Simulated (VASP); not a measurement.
# SrO in VASP: notebook, part 2 of 2

VASP 6.6.1. Earlier steps stand in the parts before.

## Step 4: Single point, PBE (atoms displaced along a vibrational mode, the cell strained)

Contents of INCAR:

```
PREC     = Accurate       # precision mode
ENCUT    = 520            # plane-wave cutoff, eV
EDIFF    = 1E-7           # SCF threshold, eV
ISMEAR   = 0              # smearing method
SIGMA    = 0.05           # smearing width, eV
LREAL    = False          # projectors in reciprocal space
LASPH    = True           # aspherical terms in the spheres
NELM     = 100            # most SCF steps
ALGO     = Normal         # electronic algorithm
ISIF     = 2              # what is computed and relaxed
LWAVE    = False          # write WAVECAR
LCHARG   = False          # write CHGCAR
GGA      = PE             # functional
NBANDS   = 24             # bands
```

Contents of KPOINTS:

```
Automatic mesh
0
Gamma
  9 9 4
```

Contents of POSCAR:

```
SrO
1.0
    3.5172128484      0.0000000000      0.0000000000
   -1.7586064242      3.0459956772      0.0000000000
    0.0000000000      0.0000000000      6.1383698542
Sr O
2 2
Direct
    0.3333333333      0.6666666667      0.2525973803
    0.6666666667      0.3333333333      0.7525973803
    0.0000000000      0.0000000000     -0.0142247929
    0.0000000000      0.0000000000      0.4857752071
```

Potentials or basis: VASP PAW PBE potentials, release 64 (Sr_sv, O).

Started as:

```console
> cat potpaw_PBE.64/Sr_sv/POTCAR potpaw_PBE.64/O/POTCAR > POTCAR
> mpirun -np 1 vasp_std > vasp.out
```

OUTCAR:

```text
PREC = Accurate
   ENCUT = 520
   EDIFF = 1E-7
   ISMEAR = 0
   LREAL = False
   LASPH = True
   NELM = 100
   ISIF = 2
   GGA = PE

 ion  position               nearest neighbor table
   1  0.333  0.667  0.253-   4 2.48   4 2.48   4 2.48   3 2.61   3 2.61   3 2.61   2 3.68   2 3.68
                             2 3.68   2 3.68   2 3.68   2 3.68   2 5.09   2 5.09   2 5.09   2 5.09
   2  0.667  0.333  0.753-   3 2.48   3 2.48   3 2.48   4 2.61   4 2.61   4 2.61   1 3.68   1 3.68
                             1 3.68   1 3.68   1 3.68   1 3.68   1 5.09   1 5.09   1 5.09   1 5.09
   3  0.000  0.000  0.986-   2 2.48   2 2.48   2 2.48   1 2.61   1 2.61   1 2.61
   4  0.000  0.000  0.486-   1 2.48   1 2.48   1 2.48   2 2.61   2 2.61   2 2.61

  LATTYP: Found a hexagonal cell.
 ALAT       =     3.5172128484
 C/A-ratio  =     1.7452369586

  Lattice vectors:

 A1 = (   3.5172128484,   0.0000000000,   0.0000000000)
 A2 = (  -1.7586064242,   3.0459956772,   0.0000000000)
 A3 = (   0.0000000000,   0.0000000000,   6.1383698542)

Analysis of symmetry for initial positions (statically):
=====================================================================
 Subroutine PRICEL returns:
[... 181 lines left out ...]
 cond. band min:       5.5325385443   @ k =   0.4444  -0.0000   0.0000
 fundamental gap:      3.1934483337
 Fermi energy:         2.6583792345

 k-point     1 :       0.0000    0.0000    0.0000
  band No.  band energies     occupation
      1     -30.4984      2.00000
      2     -30.3718      2.00000
      3     -14.8383      2.00000
      4     -13.2804      2.00000
      5     -12.1362      2.00000
      6     -12.1362      2.00000
[... 637 lines left out ...]
     23      12.3134      0.00000
     24      12.3135      0.00000

 [... further k-points ...]

------------------------ aborting loop because EDIFF is reached ----------------------------------------

  FORCE on cell =-STRESS in cart. coord.  units (eV):
  Direction    XX          YY          ZZ          XY          YZ          ZX
  --------------------------------------------------------------------------------------
  -------------------------------------------------------------------------------------
  Total        2.2259894      2.2259894      2.4982130      0.0000000      0.0000000     -0.0000000
  in kB       54.2316338     54.2316338     60.8637985      0.0000000      0.0000000     -0.0000000
  external PRESSURE =      56.4423554 kB  Pullay stress =       0.0000000 kB

 VOLUME and BASIS-vectors are now :
 -----------------------------------------------------------------------------
  energy-cutoff  :      520.00
  volume of cell :       65.76
      direct lattice vectors                 reciprocal lattice vectors
     3.517212848  0.000000000  0.000000000     0.284316032  0.164149937  0.000000000
    -1.758606424  3.045995677  0.000000000     0.000000000  0.328299875  0.000000000
     0.000000000  0.000000000  6.138369854     0.000000000  0.000000000  0.162909701

 POSITION                                       TOTAL-FORCE (eV/Angst)
 -----------------------------------------------------------------------------------
     -0.00000      2.03066      1.55054        -0.000000     -0.000000     -0.302554
      1.75861      1.01533      4.61972         0.000000      0.000000     -0.302554
      0.00000      0.00000      6.05105         0.000000     -0.000000      0.302554
      0.00000      0.00000      2.98187        -0.000000      0.000000      0.302554
 -----------------------------------------------------------------------------------
    total drift:                                0.000000     -0.000000      0.000564

  FREE ENERGIE OF THE ION-ELECTRON SYSTEM (eV)
  ---------------------------------------------------
  free  energy   TOTEN  =       -23.6553129642 eV

  energy  without entropy=      -23.6553129642  energy(sigma->0) =      -23.65531296
```

OSZICAR:

```text
N       E                     dE             d eps       ncg     rms          rms(c)
DAV:   1     0.172391027113E+03    0.17239E+03   -0.16266E+04  1728   0.127E+03
DAV:   2    -0.180977722510E+02   -0.19049E+03   -0.17978E+03  2464   0.285E+02
DAV:   3    -0.280948112140E+02   -0.99970E+01   -0.99290E+01  2624   0.583E+01
DAV:   4    -0.283472929979E+02   -0.25248E+00   -0.25238E+00  2344   0.719E+00
DAV:   5    -0.283488318291E+02   -0.15388E-02   -0.15388E-02  2368   0.711E-01    0.247E+01
DAV:   6    -0.238270539867E+02    0.45218E+01   -0.19346E+01  1864   0.251E+01    0.288E+01
DAV:   7    -0.237270433635E+02    0.10001E+00   -0.15210E+00  2504   0.667E+00    0.191E+01
DAV:   8    -0.236711032081E+02    0.55940E-01   -0.63863E-01  1784   0.524E+00    0.235E+00
DAV:   9    -0.236522995435E+02    0.18804E-01   -0.85586E-02  2400   0.197E+00    0.503E-01
DAV:  10    -0.236547483265E+02   -0.24488E-02   -0.87063E-03  2064   0.543E-01    0.214E-01
DAV:  11    -0.236552329164E+02   -0.48459E-03   -0.16527E-03  2056   0.232E-01    0.434E-02
DAV:  12    -0.236553182403E+02   -0.85324E-04   -0.18927E-04  2344   0.759E-02    0.500E-02
DAV:  13    -0.236553127295E+02    0.55109E-05   -0.22707E-05  2032   0.334E-02    0.120E-02
DAV:  14    -0.236553134128E+02   -0.68334E-06   -0.37608E-06  2280   0.110E-02    0.325E-03
DAV:  15    -0.236553130946E+02    0.31827E-06   -0.28694E-07  1936   0.342E-03    0.158E-03
DAV:  16    -0.236553129789E+02    0.11571E-06   -0.27309E-08  1160   0.107E-03    0.343E-04
DAV:  17    -0.236553129642E+02    0.14685E-07   -0.10793E-08  1144   0.515E-04
   1 F= -.23655313E+02 E0= -.23655313E+02  d E =-.169866E-21
```

stdout:

```text
POSCAR found type information on POSCAR SrO
 POSCAR found :  2 types and       4 ions
 scaLAPACK will be used
 LDA part: xc-table for (Slater+PW92), standard interpolation
 POSCAR, INCAR and KPOINTS ok, starting setup
 FFT: planning ... GRIDC
 FFT: planning ... GRID_SOFT
 FFT: planning ... GRID
 WAVECAR not read
 entering main loop
```

It took 59 s on 1 thread of Intel Xeon 6975P-C (Granite Rapids), shared host; peak memory 0.2 GiB.

What came out:

```
Free energy            : -23.6553 eV
Pressure               : 5.6 GPa
Largest force          : 0.303 eV/Å
Band gap on the k mesh : 3.19 eV (least direct gap 3.32 eV)
```

Forces in eV/Å, atoms in the order of the input:
```
Sr   0.000  0.000 -0.303
Sr   0.000  0.000 -0.303
O    0.000  0.000  0.303
O    0.000  0.000  0.303
```

Stress tensor (GPa, compression positive):
```
5.42 0.00 0.00
0.00 5.42 0.00
0.00 0.00 6.09
```

Caveat: the cell differs from its parent crystal (atoms displaced along a vibrational mode, the cell strained); the cell stands under pressure; an odd mesh through Γ misses points on the zone boundary, where band edges can lie.

## Step 5: Single point, PBE (atoms displaced along a vibrational mode, the cell strained)

Contents of INCAR:

```
SYSTEM = SrO
ALGO = Normal
EDIFF = 1E-6
ENCUT = 520
GGA = PE
ISIF = 2
ISMEAR = 0
LASPH = .True.
LCHARG = .False.
LREAL = .False.
LWAVE = .False.
NBANDS = 24
NELM = 80
PREC = Accurate
SIGMA = 0.05
```

Contents of KPOINTS:

```
k-points
0
Gamma
  9 9 4
  0 0 0
```

Contents of POSCAR:

```
SrO
1.0
    3.5172128484      0.0000000000      0.0000000000
   -1.7586064242      3.0459956772      0.0000000000
    0.0000000000      0.0000000000      6.1383698542
Sr O
2 2
Direct
    0.3333333333      0.6666666667      0.2508657934
    0.6666666667      0.3333333333      0.7508657934
    0.0000000000      0.0000000000     -0.0047415976
    0.0000000000      0.0000000000      0.4952584024
```

Started as:

```console
> cat potpaw_PBE.64/Sr_sv/POTCAR potpaw_PBE.64/O/POTCAR > POTCAR
> mpirun -np 1 vasp_std > vasp.out
```

Run time: 54 s. Hardware: 1 thread of Intel Xeon 6975P-C (Granite Rapids), shared host; peak memory 0.21 GiB.

It converged, with:

- Free energy: -23.6829 eV
- Pressure: 5.3 GPa
- Largest force: 0.099 eV/Å
- Band gap on the k mesh: 3.10 eV (least direct gap 3.27 eV)

Forces in eV/Å, atoms in the order of the input:
```
Sr   0.000  0.000 -0.099
Sr   0.000  0.000 -0.099
O    0.000  0.000  0.099
O    0.000  0.000  0.099
```

Stress tensor (GPa, compression positive):
```
5.05 0.00 0.00
0.00 5.05 0.00
0.00 0.00 5.79
```

Levels at points of the mesh, in eV from the valence-band top:
```csv
k point,band 12,band 13,band 14,band 15,band 16,band 17,band 18,band 19,band 20,band 21
"(0.00, 0.00, 0.00)",-1.10,-1.10,-0.84,-0.84,0.00,3.27,5.11,5.17,6.24,6.24
"(0.00, 0.00, 0.50)",-1.67,-1.00,-1.00,-1.00,-1.00,4.85,4.85,6.09,6.09,7.28
```

Caveat: the cell differs from its parent crystal (atoms displaced along a vibrational mode, the cell strained); the cell stands under pressure; an odd mesh through Γ misses points on the zone boundary, where band edges can lie.

## Step 6: The runs side by side

```csv
cell,gap on the mesh (eV),pressure (GPa),largest force (eV/Å)
"a = 3.488, b = 3.488, c = 6.087 Å, angles 90.0, 90.0, 120.0°, 4 atoms, atomic positions A",3.09,8.1,-
"a = 3.488, b = 3.488, c = 6.087 Å, angles 90.0, 90.0, 120.0°, 4 atoms, atomic positions B",3.14,8.2,0.23
"a = 3.517, b = 3.517, c = 6.138 Å, angles 90.0, 90.0, 120.0°, 4 atoms, atomic positions C",3.19,5.6,0.30
"a = 3.517, b = 3.517, c = 6.138 Å, angles 90.0, 90.0, 120.0°, 4 atoms, atomic positions D",3.10,5.3,0.10
```

Alike in all rows: task single point; level PBE; potentials or basis VASP PAW PBE potentials, release 64 (Sr_sv, O); no spin polarisation; k mesh 9 × 9 × 4; cutoff (eV) 520; smearing gaussian 0.05 eV.

Caveats: the cell stands under pressure; an odd mesh through Γ misses points on the zone boundary, where band edges can lie.

Total energies depend on the potentials used, so only differences within one code and one set of settings carry meaning.
